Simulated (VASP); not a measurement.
# Zn6H in VASP: single point with PBE+D3(BJ)

Aim: the single point of Zn6H with PBE+D3(BJ).

All numbers are computed with VASP 6.6.1; they aren't measurements. Logs are shortened: lines on timing, memory, paths and dates and some standing lists are left out, and cuts for length are marked.

### Step 1. The cell of the first run

The cell holds a slab with vacuum, 14 atoms: a = 5.236 Å, b = 4.804 Å, c = 24.040 Å, α = 90.00°, β = 90.00°, γ = 90.00°.

### Step 2. Single point, PBE+D3(BJ)

INCAR

```
SYSTEM = Zn6H
PREC = Accurate
ENCUT = 520
EDIFF = 1E-7
ISMEAR = 0
SIGMA = 0.1
LREAL = .FALSE.
LASPH = .TRUE.
NELM = 100
ALGO = Normal
ISIF = 2
LWAVE = .FALSE.
LCHARG = .TRUE.
LDIPOL = .TRUE.
IDIPOL = 3
DIPOL = 0.5 0.5 0.481
GGA = PE
IVDW = 12
LELF = .TRUE.
LVHAR = .TRUE.
LVACPOTAV = .TRUE.
NBANDS = 86
```

KPOINTS

```
regular mesh
0
G
  4 4 1
  0 0 0
```

POSCAR

```
Zn6H
1.0
    5.2355063798      0.0000000000      0.0000000000
    0.0000000000      4.8035762477      0.0000000000
    0.0000000000      0.0000000000     24.0397617810
Zn H
12 2
Direct
    0.5000000000      0.7500000000      0.3327819998
    0.0000000000      0.7500000000      0.3327819998
    0.7500000000      0.2500000000      0.3642165981
    0.2500000000      0.2500000000      0.3642165981
    0.7500000000      0.7500000000      0.4270857946
    0.2500000000      0.7500000000      0.4270857946
    0.0000371718      0.2495549081      0.4593661602
    0.4999628282      0.2495549081      0.4593661602
    0.0000172692      0.7745472962      0.5439031101
    0.4999827308      0.7745472962      0.5439031101
    0.2500000000      0.2778121239      0.5552513548
    0.7500000000      0.2788981258      0.5551439718
    0.7500000000      0.8858652697      0.6720841038
    0.7500000000      0.8848462061      0.7033897256
```

Potentials or basis: VASP PAW PBE potentials, release 64 (Zn, H).

Run with:

```sh
$ cat potpaw_PBE.64/Zn/POTCAR potpaw_PBE.64/H/POTCAR > POTCAR
$ mpirun -np 1 vasp_std > vasp.out
```

OUTCAR:

```text
SYSTEM = Zn6H
   PREC = Accurate
   ENCUT = 520
   EDIFF = 1E-7
   ISMEAR = 0
   LREAL = .FALSE.
   LASPH = .TRUE.
   NELM = 100
   ISIF = 2
   GGA = PE
   IVDW = 12
 IVDW          = 12

 ion  position               nearest neighbor table
   1  0.500  0.750  0.333-   5 2.62   6 2.62   2 2.62   2 2.62   4 2.84   3 2.84   4 2.84   3 2.84

   2  0.000  0.750  0.333-   5 2.62   6 2.62   1 2.62   1 2.62   4 2.84   3 2.84   4 2.84   3 2.84

   3  0.750  0.250  0.364-   4 2.62   4 2.62   8 2.64   7 2.64   5 2.84   5 2.84   1 2.84   2 2.84
                             1 2.84   2 2.84
   4  0.250  0.250  0.364-   3 2.62   3 2.62   8 2.64   7 2.64   6 2.84   6 2.84   1 2.84   2 2.84
                             1 2.84   2 2.84
   5  0.750  0.750  0.427-   1 2.62   2 2.62   6 2.62   6 2.62   3 2.84   3 2.84   7 2.84   8 2.84
                             8 2.85   7 2.85
   6  0.250  0.750  0.427-   1 2.62   2 2.62   5 2.62   5 2.62   4 2.84   4 2.84   7 2.84   8 2.84
                             8 2.84   7 2.84
   7  0.000  0.250  0.459-   8 2.62   8 2.62   4 2.64   3 2.64  12 2.65  11 2.65   6 2.84   5 2.84
                             6 2.84   5 2.85
   8  0.500  0.250  0.459-   7 2.62   7 2.62   4 2.64   3 2.64  12 2.65  11 2.65   6 2.84   5 2.84
                             6 2.84   5 2.85
   9  0.000  0.775  0.544-  10 2.62  10 2.62  12 2.73  11 2.74  11 2.76  12 2.77
  10  0.500  0.775  0.544-   9 2.62   9 2.62  12 2.73  11 2.74  11 2.76  12 2.77
  11  0.250  0.278  0.555-  12 2.62  12 2.62   7 2.65   8 2.65   9 2.74  10 2.74  10 2.76   9 2.76

  12  0.750  0.279  0.555-  11 2.62  11 2.62   7 2.65   8 2.65   9 2.73  10 2.73  10 2.77   9 2.77

  13  0.750  0.886  0.672-  14 0.75
  14  0.750  0.885  0.703-  13 0.75

  LATTYP: Found a simple orthorhombic cell.
 ALAT       =     4.8035762477
 B/A-ratio  =     1.0899184503
 C/A-ratio  =     5.0045550526

  Lattice vectors:

 A1 = (   0.0000000000,  -4.8035762477,   0.0000000000)
 A2 = (   5.2355063798,   0.0000000000,   0.0000000000)
 A3 = (   0.0000000000,   0.0000000000,  24.0397617810)

Analysis of symmetry for initial positions (statically):
=====================================================================
 Subroutine PRICEL returns:
 Original cell was already a primitive cell.

 Routine SETGRP: Setting up the symmetry group for a
 simple orthorhombic supercell.

 Subroutine GETGRP returns: Found  2 space group operations
 (whereof  1 operations were pure point group operations)
 out of a pool of  8 trial point group operations.

The static configuration has the point symmetry C_1 .
 The point group associated with its full space group is C_1h.

Analysis of symmetry for dynamics (positions and initial velocities):
=====================================================================
 Subroutine PRICEL returns:
 Original cell was already a primitive cell.

 Routine SETGRP: Setting up the symmetry group for a
 simple orthorhombic supercell.

 Subroutine GETGRP returns: Found  2 space group operations
 (whereof  1 operations were pure point group operations)
 out of a pool of  8 trial point group operations.

The dynamic configuration has the point symmetry C_1 .
 The point group associated with its full space group is C_1h.

 Subroutine INISYM returns: Found  2 space group operations
 (whereof  1 operations are pure point group operations),
 and found     1 'primitive' translations

----------------------------------------------------------------------------------------

                                     Primitive cell

  volume of cell :     604.5797

  direct lattice vectors                    reciprocal lattice vectors
     5.235506380  0.000000000  0.000000000     0.191003492  0.000000000  0.000000000
     0.000000000  4.803576248  0.000000000     0.000000000  0.208178230  0.000000000
     0.000000000  0.000000000 24.039761781     0.000000000  0.000000000  0.041597750

  length of vectors
     5.235506380  4.803576248 24.039761781     0.191003492  0.208178230  0.041597750

  position of ions in fractional coordinates (direct lattice)
     0.500000000  0.750000000  0.332782000
     0.000000000  0.750000000  0.332782000
     0.750000000  0.250000000  0.364216598
     0.250000000  0.250000000  0.364216598
     0.750000000  0.750000000  0.427085795
     0.250000000  0.750000000  0.427085795
     0.000037172  0.249554908  0.459366160
     0.499962828  0.249554908  0.459366160
     0.000017269  0.774547296  0.543903110
     0.499982731  0.774547296  0.543903110
     0.250000000  0.277812124  0.555251355
     0.750000000  0.278898126  0.555143972
     0.750000000  0.885865270  0.672084104
     0.750000000  0.884846206  0.703389726

  ion indices of the primitive-cell ions
   primitive index   ion index
                 1           1
                 2           2
                 3           3
                 4           4
                 5           5
                 6           6
                 7           7
                 8           8
                 9           9
                10          10
                11          11
                12          12
                13          13
                14          14

----------------------------------------------------------------------------------------

 KPOINTS: regular mesh

Automatic generation of k-mesh.
 Grid dimensions read from file:
 generate k-points for:    4    4    1

 Generating k-lattice:

  Cartesian coordinates                     Fractional coordinates (reciprocal lattice)
     0.047750873  0.000000000  0.000000000     0.250000000  0.000000000  0.000000000
     0.000000000  0.052044557  0.000000000     0.000000000  0.250000000  0.000000000
     0.000000000  0.000000000  0.041597750     0.000000000  0.000000000  1.000000000

  Length of vectors
     0.047750873  0.052044557  0.041597750

  Shift w.r.t. Gamma in fractional coordinates (k-lattice)
     0.000000000  0.000000000  0.000000000

 Subroutine IBZKPT returns following result:
 ===========================================

 Found      9 irreducible k-points:

 Following reciprocal coordinates:
            Coordinates               Weight
  0.000000  0.000000  0.000000      1.000000
  0.250000  0.000000  0.000000      2.000000
  0.500000  0.000000  0.000000      1.000000
  0.000000  0.250000  0.000000      2.000000
  0.250000  0.250000  0.000000      4.000000
  0.500000  0.250000  0.000000      2.000000
  0.000000  0.500000  0.000000      1.000000
  0.250000  0.500000  0.000000      2.000000
  0.500000  0.500000  0.000000      1.000000
   k-points           NKPTS =      9   k-points in BZ     NKDIM =      9   number of bands    NBANDS=     86
   number of dos      NEDOS =    301   number of ions     NIONS =     14
   total plane-waves  NPLWV = 259200
   dimension x,y,z NGX =    40 NGY =   36 NGZ =  180
   dimension x,y,z NGXF=    80 NGYF=   72 NGZF=  360
   ions per type =              12   2
   NGX,Y,Z   is equivalent  to a cutoff of  12.70, 12.46, 12.45 a.u.
   NGXF,Y,Z  is equivalent  to a cutoff of  25.40, 24.92, 24.90 a.u.
 SYSTEM =  Zn6H
   PREC   = accura    normal or accurate (medium, high low for compatibility)
   ISTART =      0    job   : 0-new  1-cont  2-samecut
   ICHARG =      2    charge: 1-file 2-atom 10-const
   ISPIN  =      1    spin polarized calculation?
   LNONCOLLINEAR =      F non collinear calculations
   LSORBIT =      F    spin-orbit coupling
   LASPH  =      T    aspherical Exc in radial PAW
   ENCUT  =  520.0 eV  38.22 Ry    6.18 a.u.   9.73  8.93 44.70*2*pi/ulx,y,z
   NELM   =    100;   NELMIN=  2; NELMDL= -5     # of ELM steps
   EDIFF  = 0.1E-06   stopping-criterion for ELM
   LREAL  =      F    real-space projection
   EDIFFG = 0.1E-05   stopping-criterion for IOM
   NSW    =      0    number of steps for IOM
   IBRION =     -1    ionic relax: 0-MD 1-quasi-New 2-CG
   NFREE  =      0    steps in history (QN), initial steepest desc. (CG)
   ISIF   =      2    stress and relaxation
   ISYM   =      2    0-nonsym 1-usesym 2-fastsym
   POTIM  = 0.5000    time-step for ionic-motion
   TEBEG  =    0.0;   TEEND  =   0.0 temperature during run
   PSTRESS=    0.0 pullay stress
   NELECT =     146.0000    total number of electrons
   NUPDOWN=      -1.0000    fix difference up-down
   EMIN   =  10.00;   EMAX   =-10.00  energy-range for DOS
   EFERMI =   0.00;   METHOD = LEGACY
   ISMEAR =     0;   SIGMA  =   0.10  broadening in eV -4-tet -1-fermi 0-gaus
   EFERMI_NEDOS =   21; number of points for ismear=-14 and -15
   IALGO  =     38    algorithm
   IMIX   =      4    mixing-type and parameters
     AMIX     =   0.40;   BMIX     =  1.00
     AMIX_MAG =   1.60;   BMIX_MAG =  1.00
  volume/ion in A,a.u.               =      43.18       291.42
  Fermi-wavevector in a.u.,A,eV,Ry     =   1.019470  1.926520 14.140804  1.039320
  Thomas-Fermi vector in A             =   2.152986
   LORBIT       =      0    0 simple, 1 ext, 2 COOP (PROOUT), +10 PAW based schemes
   GGA     = PE    functional components
   LHFCALC =     F    Hartree Fock is set to
   AEXX    =    0.0000 exact exchange contribution
   IVDW    =    12    specifies the selected vdW correction
   LEPSILON=     F    determine dielectric tensor
   LRPA    =     F    only Hartree local field effects (RPA)
 non-spin polarized calculation
 Gauss-broadening in eV      SIGMA  =   0.10
  energy-cutoff  :      520.00
  volume of cell :      604.58
 maximum number of plane-waves:     16320
 NGX is ok and might be reduce to    40
   NGX = 19   NGY = 17   NGZ = 89

 dipolmoment           0.000000      0.000000      0.000064 electrons x Angstroem

 number of electron     146.0000148 magnetization

 dipolmoment           0.000000      0.000000     -0.001285 electrons x Angstroem

 Free energy of the ion-electron system (eV)
  ---------------------------------------------------
  ext. energy  EPLUGINS =         0.00000000
  ---------------------------------------------------
  free energy    TOTEN  =       -17.99080637 eV

  energy without entropy =      -17.96849894  energy(sigma->0) =      -17.97965266

 E-fermi :  -2.1120     XC(G=0):  -4.4489

 val. band max:       -2.1359849055   @ k =   0.5000   0.2500   0.0000
 cond. band min:      -1.9096601264   @ k =   0.2500   0.2500   0.0000
 fundamental gap:      0.2263247791
 Fermi energy:        -2.1120157303

 k-point     1 :       0.0000    0.0000    0.0000
  band No.  band energies     occupation
      1     -11.7829      2.00000
      2     -10.5268      2.00000
      3     -10.3268      2.00000
      4     -10.2250      2.00000
      5     -10.2087      2.00000
      6     -10.1529      2.00000
[... 77 lines left out ...]
     84       1.8950      0.00000
     85       1.9559      0.00000

 k-point     2 :       0.2500    0.0000    0.0000
  band No.  band energies     occupation
      1     -11.4351      2.00000
      2     -10.2734      2.00000
      3     -10.1720      2.00000
      4     -10.1637      2.00000
      5     -10.0922      2.00000
      6     -10.0772      2.00000
[... 605 lines left out ...]
     84       3.1545      0.00000
     85       3.1853      0.00000

 k-point     9 :       0.5000    0.5000    0.0000
  band No.  band energies     occupation
      1     -10.1000      2.00000
      2     -10.0997      2.00000
      3     -10.0517      2.00000
      4     -10.0514      2.00000
      5      -9.8979      2.00000
      6      -9.8977      2.00000
[... 77 lines left out ...]
     84       3.5016      0.00000
     85       3.5054      0.00000
 [bands above 85 left out]

------------------------ aborting loop because EDIFF is reached ----------------------------------------

 Edisp (eV)   -3.42928

 E8    (eV) :    -1.4942

  FORCE on cell =-STRESS in cart. coord.  units (eV):
  Direction    XX          YY          ZZ          XY          YZ          ZX
  --------------------------------------------------------------------------------------
  -------------------------------------------------------------------------------------
  Total      -9.29493    -6.76897     3.07908     0.00000     0.05461     0.00000
  in kB     -24.63219   -17.93822     8.15978     0.00000     0.14471     0.00000
  external pressure =      -11.47 kB  Pullay stress =        0.00 kB

 VOLUME and BASIS-vectors are now :
 -----------------------------------------------------------------------------
  energy-cutoff  :      520.00
  volume of cell :      604.58
      direct lattice vectors                 reciprocal lattice vectors
     5.235506380  0.000000000  0.000000000     0.191003492  0.000000000  0.000000000
     0.000000000  4.803576248  0.000000000     0.000000000  0.208178230  0.000000000
     0.000000000  0.000000000 24.039761781     0.000000000  0.000000000  0.041597750

 POSITION                                       TOTAL-FORCE (eV/Angst)
 -----------------------------------------------------------------------------------
      2.61775      3.60268      8.00000        -0.000605     -0.010096     -0.202693
      0.00000      3.60268      8.00000         0.000605     -0.010096     -0.202693
      3.92663      1.20089      8.75568         0.000000      0.004626     -0.700949
      1.30888      1.20089      8.75568         0.000000      0.007515     -0.700891
      3.92663      3.60268     10.26704         0.000000     -0.002226      0.880895
      1.30888      3.60268     10.26704         0.000000     -0.001283      0.881554
      0.00019      1.19876     11.04305        -0.001470     -0.001871      0.001184
      2.61756      1.19876     11.04305         0.001470     -0.001871      0.001184
      0.00009      3.72060     13.07530         0.003111      0.005819      0.004651
      2.61766      3.72060     13.07530        -0.003111      0.005819      0.004651
      1.30888      1.33449     13.34811         0.000000      0.004410      0.019114
      3.92663      1.33971     13.34553         0.000000      0.002388      0.019730
      3.92663      4.25532     16.15674         0.000000     -0.000857      0.006778
      3.92663      4.25043     16.90932         0.000000     -0.002277     -0.012515
 -----------------------------------------------------------------------------------
    total drift:                               -0.000000      0.004581      0.011893

  FREE ENERGIE OF THE ION-ELECTRON SYSTEM (eV)
  ---------------------------------------------------
  free  energy   TOTEN  =       -21.4200837580 eV

  energy  without entropy=      -21.3977763226  energy(sigma->0) =      -21.40893004

 vacuum level on the upper side and lower side of the slab         2.238         2.247
```

Run time: 35 min. Hardware: 1 thread of Intel Xeon 8259CL, shared host; peak memory 0.74 GiB.

Results:

| Item | Value |
| --- | --- |
| Free energy | -21.4201 eV |
| Largest force | 0.882 eV/Å |
| Band gap on the k mesh | zero (bands 73 and 74 overlap by 0.10 eV) |
| Dispersion energy per atom | -0.245 eV |

Forces in eV/Å, atoms in the order of the input:
```
Zn  -0.001 -0.010 -0.203
Zn   0.001 -0.010 -0.203
Zn   0.000  0.005 -0.701
Zn   0.000  0.008 -0.701
Zn   0.000 -0.002  0.881
Zn   0.000 -0.001  0.882
Zn  -0.001 -0.002  0.001
Zn   0.001 -0.002  0.001
Zn   0.003  0.006  0.005
Zn  -0.003  0.006  0.005
Zn   0.000  0.004  0.019
Zn   0.000  0.002  0.020
H    0.000 -0.001  0.007
H    0.000 -0.002 -0.013
```
